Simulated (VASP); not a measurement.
# AlN (P6_3mc) in VASP: single point with PBE0

Aim: the single point of AlN with PBE0.

Program: VASP 6.6.1. These are calculated values, not measurements. Logs are shortened: lines on timing, memory, paths and dates and some standing lists are left out, and cuts for length are marked.

## 1. The cell of the first run

The structure is hexagonal, space group P6_3mc (No. 186). The conventional cell has a = 3.107 Å, b = 3.107 Å, c = 4.979 Å, α = 90.00°, β = 90.00°, γ = 120.00°. Al (site symmetry 3m) has 4 N at 1.89 to 1.90 Å within 2.5 Å. N (site symmetry 3m) has 4 Al at 1.89 to 1.90 Å within 2.5 Å.

## 2. Single point, PBE0

POSCAR

```
AlN
1.0
    3.1066937604      0.0000000000      0.0000000000
   -1.5533468802      2.6904757183      0.0000000000
    0.0000000000      0.0000000000      4.9785915490
Al N
2 2
Direct
    0.3333333333      0.6666666667     -0.0032954727
    0.6666666667      0.3333333333      0.4967045273
    0.3333333333      0.6666666667      0.3782954727
    0.6666666667      0.3333333333      0.8782954727
```

INCAR.step1

```
ALGO = Normal
EDIFF = 1E-5
ENCUT = 520
GGA = PE
GGA_COMPAT = F
ISIF = 2
ISMEAR = 0
LASPH = T
LCHARG = F
LREAL = F
LWAVE = T
NBANDS = 16
NELM = 120
PREC = Accurate
SIGMA = 0.01
```

INCAR.step2

```
AEXX = 0.25
ALGO = Normal
EDIFF = 1E-6
ENCUT = 520
GGA = PE
GGA_COMPAT = F
ISIF = 2
ISMEAR = 0
ISTART = 1
LASPH = T
LCHARG = F
LHFCALC = T
LREAL = F
LWAVE = F
NBANDS = 16
NELM = 120
PREC = Accurate
PRECFOCK = Normal
SIGMA = 0.01
```

KPOINTS

```
k-points
0
Gamma
  6 6 4
```

Potentials or basis: VASP PAW PBE potentials, release 64 (Al, N).

Run with:

```sh
> cat potpaw_PBE.64/Al/POTCAR potpaw_PBE.64/N/POTCAR > POTCAR
> cp INCAR.step1 INCAR
> mpirun -np 1 vasp_std > vasp.out
> cp INCAR.step2 INCAR
> mpirun -np 1 vasp_std > vasp.out
```

OUTCAR:

```text
AEXX = 0.25
   EDIFF = 1E-6
   ENCUT = 520
   GGA = PE
   ISIF = 2
   ISMEAR = 0
   ISTART = 1
   LASPH = T
   LHFCALC = T
   LREAL = F
   NELM = 120
   PREC = Accurate
   PRECFOCK = Normal

 ion  position               nearest neighbor table
   1  0.333  0.667  0.997-   4 1.89   4 1.89   4 1.89   3 1.90   2 3.07   2 3.07   2 3.07   2 3.07
                             2 3.07   2 3.07
   2  0.667  0.333  0.497-   3 1.89   3 1.89   3 1.89   4 1.90   1 3.07   1 3.07   1 3.07   1 3.07
                             1 3.07   1 3.07
   3  0.333  0.667  0.378-   2 1.89   2 1.89   2 1.89   1 1.90
   4  0.667  0.333  0.878-   1 1.89   1 1.89   1 1.89   2 1.90

  LATTYP: Found a hexagonal cell.
 ALAT       =     3.1066937604
 C/A-ratio  =     1.6025369518

  Lattice vectors:

 A1 = (   3.1066937604,   0.0000000000,   0.0000000000)
 A2 = (  -1.5533468802,   2.6904757183,   0.0000000000)
 A3 = (   0.0000000000,   0.0000000000,   4.9785915490)

Analysis of symmetry for initial positions (statically):
=====================================================================
 Subroutine PRICEL returns:
 Original cell was already a primitive cell.

 Routine SETGRP: Setting up the symmetry group for a
 hexagonal supercell.

 Subroutine GETGRP returns: Found 12 space group operations
 (whereof  6 operations were pure point group operations)
 out of a pool of 24 trial point group operations.

The static configuration has the point symmetry C_3v.
 The point group associated with its full space group is C_6v.

Analysis of symmetry for dynamics (positions and initial velocities):
=====================================================================
 Subroutine PRICEL returns:
 Original cell was already a primitive cell.

 Routine SETGRP: Setting up the symmetry group for a
 hexagonal supercell.

 Subroutine GETGRP returns: Found 12 space group operations
 (whereof  6 operations were pure point group operations)
 out of a pool of 24 trial point group operations.

The dynamic configuration has the point symmetry C_3v.
 The point group associated with its full space group is C_6v.

 Subroutine INISYM returns: Found 12 space group operations
 (whereof  6 operations are pure point group operations),
[... 101 lines left out ...]
   NFREE  =      0    steps in history (QN), initial steepest desc. (CG)
   ISIF   =      2    stress and relaxation
   ISYM   =      3    0-nonsym 1-usesym 2-fastsym
   POTIM  = 0.5000    time-step for ionic-motion
   TEBEG  =    0.0;   TEEND  =   0.0 temperature during run
   PSTRESS=    0.0 pullay stress
   NELECT =      16.0000    total number of electrons
   NUPDOWN=      -1.0000    fix difference up-down
   EMIN   =  10.00;   EMAX   =-10.00  energy-range for DOS
   EFERMI =   0.00;   METHOD = LEGACY
   ISMEAR =     0;   SIGMA  =   0.01  broadening in eV -4-tet -1-fermi 0-gaus
   EFERMI_NEDOS =   21; number of points for ismear=-14 and -15
   IALGO  =     38    algorithm
   IMIX   =      1    mixing-type and parameters
     AMIX     =   0.40;   BMIX     =  1.00
     AMIX_MAG =   1.60;   BMIX_MAG =  1.00
  volume/ion in A,a.u.               =      10.40        70.21
  Fermi-wavevector in a.u.,A,eV,Ry     =   1.190429  2.249585 19.281103  1.417121
  Thomas-Fermi vector in A             =   2.326514
   LORBIT       =      0    0 simple, 1 ext, 2 COOP (PROOUT), +10 PAW based schemes
   GGA     = PE    functional components
   LHFCALC =     T    Hartree Fock is set to
   PRECFOCK=normal    Normal, Fast or Accurate (Low or Medium for compatibility)
   ENCUT4O =  -1.0   cutoff for four orbital integrals eV
   NKREDX  =     1    reduce k-point grid by
   NKREDY  =     1    reduce k-point grid by
   NKREDZ  =     1    reduce k-point grid by
   AEXX    =    0.2500 exact exchange contribution
   HFSCREEN=    0.0000 screening length (either q_TF or 0.3 A-1)
   HFSCREENC=   0.0000 screening length for correlation (either q_TF or 0.3 A-1)
   ENCUTFOCK=  -1.0 apply spherical cutoff to Coloumb kernel
   IVDW    =     0    specifies the selected vdW correction
   LEPSILON=     F    determine dielectric tensor
   LRPA    =     F    only Hartree local field effects (RPA)
 non-spin polarized calculation
 Gauss-broadening in eV      SIGMA  =   0.01
  energy-cutoff  :      520.00
  volume of cell :       41.61
 maximum number of plane-waves:      1152
 NGX is ok and might be reduce to    24
  NGX = 18; NGY = 18; NGZ = 28

 number of electron      15.9999997 magnetization

 Free energy of the ion-electron system (eV)
  ---------------------------------------------------
  ext. energy  EPLUGINS =         0.00000000
  ---------------------------------------------------
  free energy    TOTEN  =       -36.74340531 eV

  energy without entropy =      -36.74340531  energy(sigma->0) =      -36.74340531

 E-fermi :   5.0214     XC(G=0):  -8.6052

 val. band max:        4.8890021311   @ k =   0.0000   0.0000   0.0000
 cond. band min:      11.2237025778   @ k =   0.0000   0.0000   0.0000
 fundamental gap:      6.3347004467
 Fermi energy:         5.0213970917

 k-point     1 :       0.0000    0.0000    0.0000
  band No.  band energies     occupation
      1     -11.8689      2.00000
      2      -9.5671      2.00000
      3      -1.6737      2.00000
      4       3.9279      2.00000
      5       3.9279      2.00000
      6       4.6549      2.00000
[... 376 lines left out ...]
      3      -0.4049      2.00000
      4      -0.4049      2.00000
      5       0.6732      2.00000
      6       0.6732      2.00000
[... 8 lines left out ...]
     15      21.2146      0.00000
     16      21.2146      0.00000

------------------------ aborting loop because EDIFF is reached ----------------------------------------

  FORCE on cell =-STRESS in cart. coord.  units (eV):
  Direction    XX          YY          ZZ          XY          YZ          ZX
  --------------------------------------------------------------------------------------
  -------------------------------------------------------------------------------------
  Total       -0.1962253     -0.1962253     -0.2358700      0.0000000     -0.0000000     -0.0000000
  in kB       -7.5549493     -7.5549493     -9.0813273      0.0000000     -0.0000000     -0.0000000
  external PRESSURE =      -8.0637419 kB  Pullay stress =       0.0000000 kB

 VOLUME and BASIS-vectors are now :
 -----------------------------------------------------------------------------
  energy-cutoff  :      520.00
  volume of cell :       41.61
      direct lattice vectors                 reciprocal lattice vectors
     3.106693760  0.000000000  0.000000000     0.321885605  0.185840741  0.000000000
    -1.553346880  2.690475718  0.000000000     0.000000000  0.371681481  0.000000000
     0.000000000  0.000000000  4.978591549     0.000000000  0.000000000  0.200860020

 POSITION                                       TOTAL-FORCE (eV/Angst)
 -----------------------------------------------------------------------------------
     -0.00000      1.79365      4.96218         0.000000      0.000000     -0.007190
      1.55335      0.89683      2.47289         0.000000     -0.000000     -0.007190
     -0.00000      1.79365      1.88338        -0.000000     -0.000000      0.007190
      1.55335      0.89683      4.37267         0.000000      0.000000      0.007190
 -----------------------------------------------------------------------------------
    total drift:                               -0.000000      0.000000     -0.000654

  FREE ENERGIE OF THE ION-ELECTRON SYSTEM (eV)
  ---------------------------------------------------
  free  energy   TOTEN  =       -36.7434053054 eV

  energy  without entropy=      -36.7434053054  energy(sigma->0) =      -36.74340531
```

OUTCAR.step1:

```text
EDIFF = 1E-5
   ENCUT = 520
   GGA = PE
   ISIF = 2
[... 628 lines left out ...]
     -0.00000      1.79365      4.96218         0.000000      0.000000     -0.010205
      1.55335      0.89683      2.47289        -0.000000      0.000000     -0.010205
     -0.00000      1.79365      1.88338         0.000000     -0.000000      0.010205
      1.55335      0.89683      4.37267        -0.000000      0.000000      0.010205
 -----------------------------------------------------------------------------------
    total drift:                               -0.000000     -0.000000     -0.000848

  FREE ENERGIE OF THE ION-ELECTRON SYSTEM (eV)
  ---------------------------------------------------
  free  energy   TOTEN  =       -29.7665263280 eV

  energy  without entropy=      -29.7665263280  energy(sigma->0) =      -29.76652633
```

OSZICAR.step1:

```text
N       E                     dE             d eps       ncg     rms          rms(c)
DAV:   1     0.412775703368E+02    0.41278E+02   -0.74588E+03   672   0.906E+02
DAV:   2    -0.311036532770E+02   -0.72381E+02   -0.66237E+02   936   0.185E+02
DAV:   3    -0.345098194753E+02   -0.34062E+01   -0.33977E+01   848   0.423E+01
DAV:   4    -0.345302597402E+02   -0.20440E-01   -0.20439E-01   824   0.366E+00
DAV:   5    -0.345305263101E+02   -0.26657E-03   -0.26657E-03   856   0.421E-01    0.122E+01
DAV:   6    -0.297546987668E+02    0.47758E+01   -0.10667E+01   792   0.237E+01    0.417E+00
DAV:   7    -0.297782818013E+02   -0.23583E-01   -0.68854E-01   720   0.583E+00    0.296E+00
DAV:   8    -0.297709780500E+02    0.73038E-02   -0.60048E-02   744   0.225E+00    0.585E-01
DAV:   9    -0.297659744923E+02    0.50036E-02   -0.12240E-02   864   0.816E-01    0.245E-01
DAV:  10    -0.297666080463E+02   -0.63355E-03   -0.23640E-03   712   0.301E-01    0.132E-01
DAV:  11    -0.297665231874E+02    0.84859E-04   -0.18444E-04   784   0.104E-01    0.327E-02
DAV:  12    -0.297665263280E+02   -0.31406E-05   -0.11594E-05   624   0.277E-02
   1 F= -.29766526E+02 E0= -.29766526E+02  d E =-.493785E-19
```

Wall time 43 min (1 thread of Intel Xeon 6975P-C (Granite Rapids), shared host); peak memory 0.17 GiB.

What came out:

```yaml
Free_energy: -36.7434 eV
Pressure: -0.8 GPa
Largest_force: 0.007 eV/Å
Band_gap_on_the_k_mesh: 6.33 eV
```

Forces in eV/Å, atoms in the order of the input:
```
Al   0.000  0.000 -0.007
Al   0.000  0.000 -0.007
N    0.000  0.000  0.007
N    0.000  0.000  0.007
```

Stress tensor (GPa, compression positive):
```
-0.76  0.00  0.00
 0.00 -0.76  0.00
 0.00  0.00 -0.91
```

Caveat: the PAW data sets were made with another functional, which shifts forces and pressure a little.
